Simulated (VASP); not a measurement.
Set up this calculation in VASP 6.6.1, as the native input.

- Task: single point
- Functional: r2SCAN
- Potentials or basis: VASP PAW PBE potentials, release 64 (Yb, Al)
- Cutoff: 520 eV
- k mesh: 6 × 6 × 6
- Occupations: fermi-dirac, width 0.1 eV
- Spin: no spin polarisation
- Dipole correction: no
- Further INCAR settings: ALGO = Normal; EDIFF = 1e-07; NBANDS = 24

The system is YbAl3.

```
Yb Al
1.0
     4.29210    0.00000    0.00000
     0.00000    4.29210    0.00000
     0.00000    0.00000    4.29210
Yb Al
1 3
Cartesian
  0.0000 0.0000 0.0000
  0.0000 2.1460 2.1460
  2.1460 2.1460 0.0000
  2.1460 0.0000 2.1460
```

The input as run:

POSCAR

```
YbAl3
1.0
    4.2921000000      0.0000000000      0.0000000000
    0.0000000000      4.2921000000      0.0000000000
    0.0000000000      0.0000000000      4.2921000000
Yb Al
1 3
Direct
    0.0000000000      0.0000000000      0.0000000000
    0.0000000000      0.5000000000      0.5000000000
    0.5000000000      0.5000000000      0.0000000000
    0.5000000000      0.0000000000      0.5000000000
```

INCAR.step1

```
PREC = Accurate ; ENCUT = 520
ISMEAR = -1 ; SIGMA = 0.1
LREAL = F ; LASPH = T
NELM = 80 ; NBANDS = 24
GGA = PE ; ALGO = Normal
EDIFF = 1E-4 ; LWAVE = T
LCHARG = F
```

INCAR.step2

```
PREC = Accurate ; ENCUT = 520
EDIFF = 1E-7 ; ISMEAR = -1
SIGMA = 0.1 ; LREAL = F
LASPH = T ; NELM = 80
ALGO = Normal ; ISIF = 2
LWAVE = F ; LCHARG = F
METAGGA = R2SCAN ; LMIXTAU = T
NBANDS = 24 ; ISTART = 1
```

KPOINTS

```
Automatic mesh
0
Gamma
  6 6 6
```

Potentials or basis: VASP PAW PBE potentials, release 64 (Yb, Al).

Command:

```console
$ cat potpaw_PBE.64/Yb/POTCAR potpaw_PBE.64/Al/POTCAR > POTCAR
$ cp INCAR.step1 INCAR
$ mpirun -np 1 vasp_std > vasp.out
$ cp INCAR.step2 INCAR
$ mpirun -np 1 vasp_std > vasp.out
```

It gave:

- Pressure: -4.4 GPa

Caveat: the PAW data sets were made with another functional, which shifts forces and pressure a little.

Wall time 2.2 min on 1 thread of Intel(R) Xeon(R) Platinum 8488C (Sapphire Rapids), on a shared host, peak memory 0.22 GiB.
